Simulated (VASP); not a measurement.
# SiO (P4/mmm) in VASP: single point with PBE

Aim: the single point of SiO with PBE.

Everything below comes from runs of VASP 6.6.1. Logs are shortened: lines on timing, memory, paths and dates and some standing lists are left out, and cuts for length are marked.

### Step 1. The cell of the first run

Symmetry: P4/mmm, No. 123, tetragonal system. The conventional cell has a = 2.799 Å, b = 2.799 Å, c = 2.850 Å, α = 90.00°, β = 90.00°, γ = 90.00°. Within 3.2 Å of Si (site symmetry 4/mmm) lie 8 O at 2.44 Å and 6 Si at 2.80 to 2.85 Å. Within 3.2 Å of O (site symmetry 4/mmm) lie 8 Si at 2.44 Å and 6 O at 2.80 to 2.85 Å.

### Step 2. Single point, PBE

INCAR reads:

```
ALGO     = Normal         # electronic algorithm
EDIFF    = 1E-6           # SCF threshold, eV
ENCUT    = 520            # plane-wave cutoff, eV
GGA      = PE             # functional
ISIF     = 2              # what is computed and relaxed
ISMEAR   = 0              # smearing method
LASPH    = True           # aspherical terms in the spheres
LCHARG   = False          # write CHGCAR
LREAL    = False          # projectors in reciprocal space
LWAVE    = False          # write WAVECAR
NBANDS   = 12             # bands
NELM     = 100            # most SCF steps
PREC     = Accurate       # precision mode
SIGMA    = 0.1            # smearing width, eV
```

KPOINTS reads:

```
k-points
0
Gamma
  6 6 6
```

POSCAR reads:

```
SiO
1.0
    2.7986973808      0.0000000000      0.0000000000
    0.0000000000      2.7986973808      0.0000000000
    0.0000000000      0.0000000000      2.8496502469
Si O
1 1
Direct
    0.5000000000      0.5000000000      0.5000000000
    0.0000000000      0.0000000000      0.0000000000
```

Potentials or basis: VASP PAW PBE potentials, release 64 (Si, O).

The run is started by

```sh
cat potpaw_PBE.64/Si/POTCAR potpaw_PBE.64/O/POTCAR > POTCAR
mpirun -np 1 vasp_std > vasp.out
```

OUTCAR:

```text
EDIFF = 1E-6
   ENCUT = 520
   GGA = PE
   ISIF = 2
   ISMEAR = 0
   LASPH = True
   LREAL = False
   NELM = 100
   PREC = Accurate

 ion  position               nearest neighbor table
   1  0.500  0.500  0.500-   2 2.44   2 2.44   2 2.44   2 2.44   2 2.44   2 2.44   2 2.44   2 2.44

   2  0.000  0.000  0.000-   1 2.44   1 2.44   1 2.44   1 2.44   1 2.44   1 2.44   1 2.44   1 2.44

  LATTYP: Found a simple tetragonal cell.
 ALAT       =     2.7986973808
 C/A-ratio  =     1.0182059220

  Lattice vectors:

 A1 = (   2.7986973808,   0.0000000000,   0.0000000000)
 A2 = (   0.0000000000,   2.7986973808,   0.0000000000)
 A3 = (   0.0000000000,   0.0000000000,   2.8496502469)

Analysis of symmetry for initial positions (statically):
=====================================================================
 Subroutine PRICEL returns:
 Original cell was already a primitive cell.

 Routine SETGRP: Setting up the symmetry group for a
 simple tetragonal supercell.

 Subroutine GETGRP returns: Found 16 space group operations
 (whereof 16 operations were pure point group operations)
 out of a pool of 16 trial point group operations.

The static configuration has the point symmetry D_4h.

Analysis of symmetry for dynamics (positions and initial velocities):
=====================================================================
 Subroutine PRICEL returns:
 Original cell was already a primitive cell.

 Routine SETGRP: Setting up the symmetry group for a
 simple tetragonal supercell.

 Subroutine GETGRP returns: Found 16 space group operations
 (whereof 16 operations were pure point group operations)
 out of a pool of 16 trial point group operations.

The dynamic configuration has the point symmetry D_4h.

 Subroutine INISYM returns: Found 16 space group operations
 (whereof 16 operations are pure point group operations),
 and found     1 'primitive' translations

----------------------------------------------------------------------------------------

                                     Primitive cell

  volume of cell :      22.3205

  direct lattice vectors                    reciprocal lattice vectors
     2.798697381  0.000000000  0.000000000     0.357309085  0.000000000  0.000000000
     0.000000000  2.798697381  0.000000000     0.000000000  0.357309085  0.000000000
     0.000000000  0.000000000  2.849650247     0.000000000  0.000000000  0.350920258

  length of vectors
     2.798697381  2.798697381  2.849650247     0.357309085  0.357309085  0.350920258

  position of ions in fractional coordinates (direct lattice)
     0.500000000  0.500000000  0.500000000
     0.000000000  0.000000000  0.000000000

  ion indices of the primitive-cell ions
   primitive index   ion index
                 1           1
                 2           2

----------------------------------------------------------------------------------------

 KPOINTS: k-points

Automatic generation of k-mesh.
 Grid dimensions read from file:
 generate k-points for:    6    6    6

 Generating k-lattice:

  Cartesian coordinates                     Fractional coordinates (reciprocal lattice)
     0.059551514  0.000000000  0.000000000     0.166666667  0.000000000  0.000000000
     0.000000000  0.059551514  0.000000000     0.000000000  0.166666667  0.000000000
     0.000000000  0.000000000  0.058486710     0.000000000  0.000000000  0.166666667

  Length of vectors
     0.059551514  0.059551514  0.058486710

  Shift w.r.t. Gamma in fractional coordinates (k-lattice)
     0.000000000  0.000000000  0.000000000

 Subroutine IBZKPT returns following result:
 ===========================================

 Found     40 irreducible k-points:

 Following reciprocal coordinates:
            Coordinates               Weight
  0.000000  0.000000  0.000000      1.000000
  0.166667  0.000000  0.000000      4.000000
  0.333333  0.000000  0.000000      4.000000
  0.500000  0.000000  0.000000      2.000000
  0.166667  0.166667  0.000000      4.000000
  0.333333  0.166667  0.000000      8.000000
[... 16 lines left out ...]
  0.333333  0.000000  0.333333      8.000000
  0.500000  0.000000  0.333333      4.000000
 [... further k-points ...]
   k-points           NKPTS =     40   k-points in BZ     NKDIM =     40   number of bands    NBANDS=     12
   number of dos      NEDOS =    301   number of ions     NIONS =      2
   total plane-waves  NPLWV =  13824
   dimension x,y,z NGX =    24 NGY =   24 NGZ =   24
   dimension x,y,z NGXF=    48 NGYF=   48 NGZF=   48
   ions per type =               1   1
   NGX,Y,Z   is equivalent  to a cutoff of  14.26, 14.26, 14.00 a.u.
   NGXF,Y,Z  is equivalent  to a cutoff of  28.51, 28.51, 28.00 a.u.
 SYSTEM =  unknown system
   PREC   = accura    normal or accurate (medium, high low for compatibility)
   ISTART =      0    job   : 0-new  1-cont  2-samecut
   ICHARG =      2    charge: 1-file 2-atom 10-const
   ISPIN  =      1    spin polarized calculation?
   LNONCOLLINEAR =      F non collinear calculations
   LSORBIT =      F    spin-orbit coupling
   LASPH  =      T    aspherical Exc in radial PAW
   ENCUT  =  520.0 eV  38.22 Ry    6.18 a.u.   5.20  5.20  5.30*2*pi/ulx,y,z
   NELM   =    100;   NELMIN=  2; NELMDL= -5     # of ELM steps
   EDIFF  = 0.1E-05   stopping-criterion for ELM
   LREAL  =      F    real-space projection
   EDIFFG = 0.1E-04   stopping-criterion for IOM
   NSW    =      0    number of steps for IOM
   IBRION =     -1    ionic relax: 0-MD 1-quasi-New 2-CG
   NFREE  =      0    steps in history (QN), initial steepest desc. (CG)
   ISIF   =      2    stress and relaxation
   ISYM   =      2    0-nonsym 1-usesym 2-fastsym
   POTIM  = 0.5000    time-step for ionic-motion
   TEBEG  =    0.0;   TEEND  =   0.0 temperature during run
   PSTRESS=    0.0 pullay stress
   NELECT =      10.0000    total number of electrons
   NUPDOWN=      -1.0000    fix difference up-down
   EMIN   =  10.00;   EMAX   =-10.00  energy-range for DOS
   EFERMI =   0.00;   METHOD = LEGACY
   ISMEAR =     0;   SIGMA  =   0.10  broadening in eV -4-tet -1-fermi 0-gaus
   EFERMI_NEDOS =   21; number of points for ismear=-14 and -15
   IALGO  =     38    algorithm
   IMIX   =      4    mixing-type and parameters
     AMIX     =   0.40;   BMIX     =  1.00
     AMIX_MAG =   1.60;   BMIX_MAG =  1.00
  volume/ion in A,a.u.               =      11.16        75.31
  Fermi-wavevector in a.u.,A,eV,Ry     =   1.252681  2.367223 21.350380  1.569209
  Thomas-Fermi vector in A             =   2.386569
   LORBIT       =      0    0 simple, 1 ext, 2 COOP (PROOUT), +10 PAW based schemes
   GGA     = PE    functional components
   LHFCALC =     F    Hartree Fock is set to
   AEXX    =    0.0000 exact exchange contribution
   IVDW    =     0    specifies the selected vdW correction
   LEPSILON=     F    determine dielectric tensor
   LRPA    =     F    only Hartree local field effects (RPA)
 non-spin polarized calculation
 Gauss-broadening in eV      SIGMA  =   0.10
  energy-cutoff  :      520.00
  volume of cell :       22.32
 maximum number of plane-waves:       624
 NGX is ok and might be reduce to    24
   NGX = 11   NGY = 11   NGZ = 11

 number of electron      10.0000005 magnetization

 Free energy of the ion-electron system (eV)
  ---------------------------------------------------
  ext. energy  EPLUGINS =         0.00000000
  ---------------------------------------------------
  free energy    TOTEN  =       -10.37091035 eV

  energy without entropy =      -10.36866933  energy(sigma->0) =      -10.36978984

 E-fermi :   7.9070     XC(G=0): -11.4019

 val. band max:        7.8373237987   @ k =   0.1667   0.0000   0.5000
 cond. band min:       7.9283342008   @ k =   0.5000   0.1667   0.0000
 fundamental gap:      0.0910104022
 Fermi energy:         7.9069586874

 k-point     1 :       0.0000    0.0000    0.0000
  band No.  band energies     occupation
      1     -11.7948      2.00000
      2       0.9912      2.00000
      3       4.5760      2.00000
      4       4.8366      2.00000
      5       4.8366      2.00000
      6      13.8439      0.00000
      7      14.0335      0.00000
      8      15.8002      0.00000
      9      16.1133      0.00000
     10      16.1133      0.00000
     11      26.8772      0.00000
     12      26.8772      0.00000

 k-point     2 :       0.1667    0.0000    0.0000
  band No.  band energies     occupation
      1     -11.5426      2.00000
      2       0.1425      2.00000
      3       4.7653      2.00000
      4       5.0124      2.00000
      5       5.0159      2.00000
      6      12.5155      0.00000
      7      14.3305      0.00000
      8      15.4939      0.00000
      9      15.8661      0.00000
     10      18.4821      0.00000
     11      25.5741      0.00000
     12      25.9376      0.00000

 k-point     3 :       0.3333    0.0000    0.0000
  band No.  band energies     occupation
      1     -10.9561      2.00000
      2      -1.5473      2.00000
      3       5.1868      2.00000
      4       5.3996      2.00000
      5       5.8843      2.00000
      6      10.3436      0.00000
      7      14.7641      0.00000
      8      15.2617      0.00000
      9      15.5089      0.00000
     10      22.5210      0.00000
     11      23.9894      0.00000
     12      24.1574      0.00000
[... 286 lines left out ...]
 k-point    23 :       0.3333    0.0000    0.3333
  band No.  band energies     occupation
      1     -10.3453      2.00000
      2      -0.6665      2.00000
      3       1.6016      2.00000
      4       5.8033      2.00000
      5       6.3136      2.00000
      6      10.0063      0.00000
      7      12.1586      0.00000
      8      15.9298      0.00000
      9      18.8793      0.00000
     10      20.5886      0.00000
     11      22.2100      0.00000
     12      24.2876      0.00000

 k-point    24 :       0.5000    0.0000    0.3333
  band No.  band energies     occupation
      1     -10.0868      2.00000
      2      -0.6175      2.00000
      3       1.6220      2.00000
      4       4.8321      2.00000
      5       5.9613      2.00000
      6      10.6923      0.00000
      7      12.0564      0.00000
      8      16.2577      0.00000
      9      17.7981      0.00000
     10      21.4382      0.00000
     11      21.7977      0.00000
     12      22.9900      0.00000

 [... further k-points ...]
[... 5 lines left out ...]
  --------------------------------------------------------------------------------------
  -------------------------------------------------------------------------------------
  Total        0.0045372      0.0045372     -0.0152979      0.0000000     -0.0000000      0.0000000
  in kB        0.3256847      0.3256847     -1.0980919      0.0000000     -0.0000000      0.0000000
  external PRESSURE =      -0.1489075 kB  Pullay stress =       0.0000000 kB

 VOLUME and BASIS-vectors are now :
 -----------------------------------------------------------------------------
  energy-cutoff  :      520.00
  volume of cell :       22.32
      direct lattice vectors                 reciprocal lattice vectors
     2.798697381  0.000000000  0.000000000     0.357309085  0.000000000  0.000000000
     0.000000000  2.798697381  0.000000000     0.000000000  0.357309085  0.000000000
     0.000000000  0.000000000  2.849650247     0.000000000  0.000000000  0.350920258

 POSITION                                       TOTAL-FORCE (eV/Angst)
 -----------------------------------------------------------------------------------
      1.39935      1.39935      1.42483         0.000000      0.000000      0.000000
      0.00000      0.00000      0.00000         0.000000      0.000000      0.000000
 -----------------------------------------------------------------------------------
    total drift:                               -0.000000      0.000000      0.000000

  FREE ENERGIE OF THE ION-ELECTRON SYSTEM (eV)
  ---------------------------------------------------
  free  energy   TOTEN  =       -10.3709103535 eV

  energy  without entropy=      -10.3686693312  energy(sigma->0) =      -10.36978984
```

Wall time 19 s (1 thread of AMD EPYC 7R13, shared host); peak memory 0.11 GiB.

Results:

```yaml
Free_energy: -10.3709 eV
Pressure: 0.0 GPa
Band_gap_on_the_k_mesh: zero (band 5 reaches 7.93 eV, above the bottom of band 6 at 7.07 eV)
```

Caveat: the k points lie up to 0.37 Å⁻¹ apart.
